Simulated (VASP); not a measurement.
# Al2Pt (Fm-3m) in VASP: further runs

Runs on Al2Pt. Level: LDA. Tasks: electric field gradients.

Program: VASP 6.6.1. These are calculated values, not measurements. Logs are shortened: lines on timing, memory, paths and dates and some standing lists are left out, and cuts for length are marked.

### Step 1. The cell of the first run

Symmetry: Fm-3m, No. 225, cubic system. Conventional cell: a = 5.830 Å, b = 5.830 Å, c = 5.830 Å, α = 90.00°, β = 90.00°, γ = 90.00°. Within 3.3 Å of Al (site symmetry -43m) lie 4 Pt at 2.52 Å and 6 Al at 2.92 Å. Within 3.3 Å of Pt (site symmetry m-3m) lie 8 Al at 2.52 Å.

### Step 2. Electric field gradients, LDA (volume scaled by 0.96)

Input file INCAR:

```
SYSTEM = Al2Pt
ALGO = Normal
EDIFF = 1E-8
ENCUT = 520
ISIF = 2
ISMEAR = -1
LASPH = .TRUE.
LCHARG = .FALSE.
LEFG = .TRUE.
LREAL = .FALSE.
LWAVE = .FALSE.
NBANDS = 15
NELM = 60
PREC = Accurate
SIGMA = 0.08
```

Input file KPOINTS:

```
k-points
0
G
  12 12 12
  0 0 0
```

Input file POSCAR:

```
Al2Pt
1.0
    0.0000000000      2.9150626719      2.9150626719
    2.9150626719      0.0000000000      2.9150626719
    2.9150626719      2.9150626719      0.0000000000
Al Pt
2 1
Direct
    0.2500000000      0.2500000000      0.2500000000
    0.7500000000      0.7500000000      0.7500000000
    0.0000000000      0.0000000000      0.0000000000
```

Potentials or basis: VASP PAW LDA potentials, release 64 (Al, Pt).

Command:

```sh
> cat potpaw_LDA.64/Al/POTCAR potpaw_LDA.64/Pt/POTCAR > POTCAR
> mpirun -np 1 vasp_std > vasp.out
```

OUTCAR:

```text
SYSTEM = Al2Pt
   EDIFF = 1E-8
   ENCUT = 520
   ISIF = 2
   ISMEAR = -1
   LASPH = .TRUE.
   LREAL = .FALSE.
   NELM = 60
   PREC = Accurate

 ion  position               nearest neighbor table
   1  0.250  0.250  0.250-   3 2.52   3 2.52   3 2.52   3 2.52   2 2.92   2 2.92   2 2.92   2 2.92
                             2 2.92   2 2.92
   2  0.750  0.750  0.750-   3 2.52   3 2.52   3 2.52   3 2.52   1 2.92   1 2.92   1 2.92   1 2.92
                             1 2.92   1 2.92
   3  0.000  0.000  0.000-   1 2.52   2 2.52   2 2.52   2 2.52   2 2.52   1 2.52   1 2.52   1 2.52

  LATTYP: Found a face centered cubic cell.
 ALAT       =     5.8301253438

  Lattice vectors:

 A1 = (   0.0000000000,   2.9150626719,   2.9150626719)
 A2 = (   2.9150626719,   0.0000000000,   2.9150626719)
 A3 = (   2.9150626719,   2.9150626719,   0.0000000000)

Analysis of symmetry for initial positions (statically):
=====================================================================
 Subroutine PRICEL returns:
 Original cell was already a primitive cell.

 Routine SETGRP: Setting up the symmetry group for a
 face centered cubic supercell.

 Subroutine GETGRP returns: Found 48 space group operations
[... 9 lines left out ...]

 Routine SETGRP: Setting up the symmetry group for a
 face centered cubic supercell.

 Subroutine GETGRP returns: Found 48 space group operations
 (whereof 48 operations were pure point group operations)
 out of a pool of 48 trial point group operations.

The dynamic configuration has the point symmetry O_h .

 Subroutine INISYM returns: Found 48 space group operations
 (whereof 48 operations are pure point group operations),
 and found     1 'primitive' translations

----------------------------------------------------------------------------------------

                                     Primitive cell

  volume of cell :      49.5420

  direct lattice vectors                    reciprocal lattice vectors
     0.000000000  2.915062672  2.915062672    -0.171522899  0.171522899  0.171522899
     2.915062672  0.000000000  2.915062672     0.171522899 -0.171522899  0.171522899
     2.915062672  2.915062672  0.000000000     0.171522899  0.171522899 -0.171522899

  length of vectors
     4.122521166  4.122521166  4.122521166     0.297086376  0.297086376  0.297086376

  position of ions in fractional coordinates (direct lattice)
     0.250000000  0.250000000  0.250000000
     0.750000000  0.750000000  0.750000000
     0.000000000  0.000000000  0.000000000

  ion indices of the primitive-cell ions
   primitive index   ion index
                 1           1
                 2           2
                 3           3

----------------------------------------------------------------------------------------

 KPOINTS: k-points

Automatic generation of k-mesh.
 Grid dimensions read from file:
 generate k-points for:   12   12   12

 Generating k-lattice:

  Cartesian coordinates                     Fractional coordinates (reciprocal lattice)
    -0.014293575  0.014293575  0.014293575     0.083333333  0.000000000  0.000000000
     0.014293575 -0.014293575  0.014293575     0.000000000  0.083333333  0.000000000
     0.014293575  0.014293575 -0.014293575     0.000000000  0.000000000  0.083333333

  Length of vectors
     0.024757198  0.024757198  0.024757198

  Shift w.r.t. Gamma in fractional coordinates (k-lattice)
     0.000000000  0.000000000  0.000000000

 Subroutine IBZKPT returns following result:
 ===========================================

 Found     72 irreducible k-points:

 Following reciprocal coordinates:
            Coordinates               Weight
  0.000000  0.000000  0.000000      1.000000
  0.083333  0.000000  0.000000      8.000000
  0.166667  0.000000  0.000000      8.000000
  0.250000  0.000000  0.000000      8.000000
  0.333333  0.000000  0.000000      8.000000
  0.416667  0.000000  0.000000      8.000000
[... 16 lines left out ...]
  0.500000  0.166667  0.000000     24.000000
 -0.416667  0.166667  0.000000     24.000000
 [... further k-points ...]
   k-points           NKPTS =     72   k-points in BZ     NKDIM =     72   number of bands    NBANDS=     15
   number of dos      NEDOS =    301   number of ions     NIONS =      3
   total plane-waves  NPLWV =  32768
   dimension x,y,z NGX =    32 NGY =   32 NGZ =   32
   dimension x,y,z NGXF=    64 NGYF=   64 NGZF=   64
   ions per type =               2   1
   NGX,Y,Z   is equivalent  to a cutoff of  12.90, 12.90, 12.90 a.u.
   NGXF,Y,Z  is equivalent  to a cutoff of  25.81, 25.81, 25.81 a.u.
 SYSTEM =  Al2Pt
   PREC   = accura    normal or accurate (medium, high low for compatibility)
   ISTART =      0    job   : 0-new  1-cont  2-samecut
   ICHARG =      2    charge: 1-file 2-atom 10-const
   ISPIN  =      1    spin polarized calculation?
   LNONCOLLINEAR =      F non collinear calculations
   LSORBIT =      F    spin-orbit coupling
   LASPH  =      T    aspherical Exc in radial PAW
   ENCUT  =  520.0 eV  38.22 Ry    6.18 a.u.   7.67  7.67  7.67*2*pi/ulx,y,z
   NELM   =     60;   NELMIN=  2; NELMDL= -5     # of ELM steps
   EDIFF  = 0.1E-07   stopping-criterion for ELM
   LREAL  =      F    real-space projection
   EDIFFG = 0.1E-06   stopping-criterion for IOM
   NSW    =      0    number of steps for IOM
   IBRION =     -1    ionic relax: 0-MD 1-quasi-New 2-CG
   NFREE  =      0    steps in history (QN), initial steepest desc. (CG)
   ISIF   =      2    stress and relaxation
   ISYM   =      2    0-nonsym 1-usesym 2-fastsym
   POTIM  = 0.5000    time-step for ionic-motion
   TEBEG  =    0.0;   TEEND  =   0.0 temperature during run
   PSTRESS=    0.0 pullay stress
   NELECT =      16.0000    total number of electrons
   NUPDOWN=      -1.0000    fix difference up-down
   EMIN   =  10.00;   EMAX   =-10.00  energy-range for DOS
   EFERMI =   0.00;   METHOD = LEGACY
   ISMEAR =    -1;   SIGMA  =   0.08  broadening in eV -4-tet -1-fermi 0-gaus
   EFERMI_NEDOS =   21; number of points for ismear=-14 and -15
   IALGO  =     38    algorithm
   IMIX   =      4    mixing-type and parameters
     AMIX     =   0.40;   BMIX     =  1.00
     AMIX_MAG =   1.60;   BMIX_MAG =  1.00
  volume/ion in A,a.u.               =      16.51       111.44
  Fermi-wavevector in a.u.,A,eV,Ry     =   1.123200  2.122539 17.164801  1.261577
  Thomas-Fermi vector in A             =   2.259864
   LORBIT       =      0    0 simple, 1 ext, 2 COOP (PROOUT), +10 PAW based schemes
   GGA     = CA    functional components
   LHFCALC =     F    Hartree Fock is set to
   AEXX    =    0.0000 exact exchange contribution
   IVDW    =     0    specifies the selected vdW correction
   LEPSILON=     F    determine dielectric tensor
   LRPA    =     F    only Hartree local field effects (RPA)
 non-spin polarized calculation
  energy-cutoff  :      520.00
  volume of cell :       49.54
 maximum number of plane-waves:      1363
   NGX = 15   NGY = 15   NGZ = 15

 number of electron      16.0000000 magnetization

 Free energy of the ion-electron system (eV)
  ---------------------------------------------------
  ext. energy  EPLUGINS =         0.00000000
  ---------------------------------------------------
  free energy    TOTEN  =       -18.60409927 eV

  energy without entropy =      -18.57916825  energy(sigma->0) =      -18.59163376

 E-fermi :   8.2229     XC(G=0): -11.0653

 val. band max:        8.2125120204   @ k =   0.3333   0.2500   0.0000
 cond. band min:       8.2279045107   @ k =   0.2500   0.2500   0.0000
 fundamental gap:      0.0153924903
 Fermi energy:         8.2229221908

 k-point     1 :       0.0000    0.0000    0.0000
  band No.  band energies     occupation
      1      -2.3080      2.00000
      2       2.9028      2.00000
      3       2.9028      2.00000
      4       2.9028      2.00000
      5       4.3142      2.00000
      6       4.3142      2.00000
      7      11.3336      0.00000
      8      12.0584      0.00000
      9      12.0584      0.00000
     10      12.0584      0.00000
     11      13.8343      0.00000
     12      13.8343      0.00000
     13      13.8343      0.00000
     14      14.6297      0.00000
     15      14.6297      0.00000
[... 397 lines left out ...]
 k-point    24 :      -0.4167    0.1667    0.0000
  band No.  band energies     occupation
      1       0.3919      2.00000
      2       1.9668      2.00000
      3       3.1247      2.00000
      4       3.4501      2.00000
      5       4.0999      2.00000
      6       4.4176      2.00000
      7       4.8323      2.00000
      8       7.7112      1.99667
      9       8.8672      0.00064
     10      11.7831      0.00000
     11      13.9897      0.00000
     12      14.4227      0.00000
     13      15.2899      0.00000
     14      17.2476      0.00000
     15      17.5373      0.00000

 [... further k-points ...]
[... 5 lines left out ...]
  --------------------------------------------------------------------------------------
  -------------------------------------------------------------------------------------
  Total        0.6802055      0.6802055      0.6802055      0.0000000      0.0000000      0.0000000
  in kB       21.9976881     21.9976881     21.9976881      0.0000000      0.0000000      0.0000000
  external PRESSURE =      21.9976881 kB  Pullay stress =       0.0000000 kB

 VOLUME and BASIS-vectors are now :
 -----------------------------------------------------------------------------
  energy-cutoff  :      520.00
  volume of cell :       49.54
      direct lattice vectors                 reciprocal lattice vectors
     0.000000000  2.915062672  2.915062672    -0.171522899  0.171522899  0.171522899
     2.915062672  0.000000000  2.915062672     0.171522899 -0.171522899  0.171522899
     2.915062672  2.915062672  0.000000000     0.171522899  0.171522899 -0.171522899

 POSITION                                       TOTAL-FORCE (eV/Angst)
 -----------------------------------------------------------------------------------
      1.45753      1.45753      1.45753        -0.000000     -0.000000     -0.000000
      4.37259      4.37259      4.37259         0.000000      0.000000      0.000000
      0.00000      0.00000      0.00000        -0.000000      0.000000     -0.000000
 -----------------------------------------------------------------------------------
    total drift:                                0.000000     -0.000000      0.000000

  FREE ENERGIE OF THE ION-ELECTRON SYSTEM (eV)
  ---------------------------------------------------
  free  energy   TOTEN  =       -18.6040992716 eV

  energy  without entropy=      -18.5791682509  energy(sigma->0) =      -18.59163376

 Electric field gradients (V/A^2)
---------------------------------------------------------------------
 ion       V_xx      V_yy      V_zz      V_xy      V_xz      V_yz
---------------------------------------------------------------------
   1       0.000     0.000    -0.000    -0.000    -0.000    -0.000
   2       0.000     0.000     0.000    -0.000    -0.000    -0.000
   3      -0.000     0.000    -0.000     0.000     0.000     0.000
---------------------------------------------------------------------

 Electric field gradients after diagonalization (V/A^2)
 (convention: |V_zz| > |V_xx| > |V_yy|)
----------------------------------------------------------------------
 ion       V_xx      V_yy      V_zz     asymmetry (V_yy - V_xx)/ V_zz
----------------------------------------------------------------------
   1       0.000     0.000    -0.000       0.000
   2       0.000     0.000    -0.000       0.000
   3      -0.000    -0.000     0.001       0.000
----------------------------------------------------------------------

           NMR quadrupolar parameters

 Cq : quadrupolar parameter    Cq=e*Q*V_zz/h
 eta: asymmetry parameters     (V_yy - V_xx)/ V_zz
 Q  : nuclear electric quadrupole moment in mb (millibarn)
----------------------------------------------------------------------
 ion       Cq(MHz)       eta       Q (mb)
----------------------------------------------------------------------
   1      -0.000       0.000       1.000
   2      -0.000       0.000       1.000
   3       0.000       0.000       1.000
----------------------------------------------------------------------
```

It took 21 s on 1 thread of Intel Xeon Platinum 8559C (Emerald Rapids), shared host; peak memory 0.19 GiB.

Results:

- Free energy: -18.6041 eV
- Pressure: 2.2 GPa
- Band gap on the k mesh: zero (band 8 reaches 12.06 eV, above the bottom of band 9 at 6.53 eV)

Caveat: without QUAD_EFG the Cq values of the log hold for a quadrupole moment of 1 mb, not for the nuclei; spin-orbit coupling is left out, which moves the levels of the heavy elements.

(Part 1 of 3 ends here.)
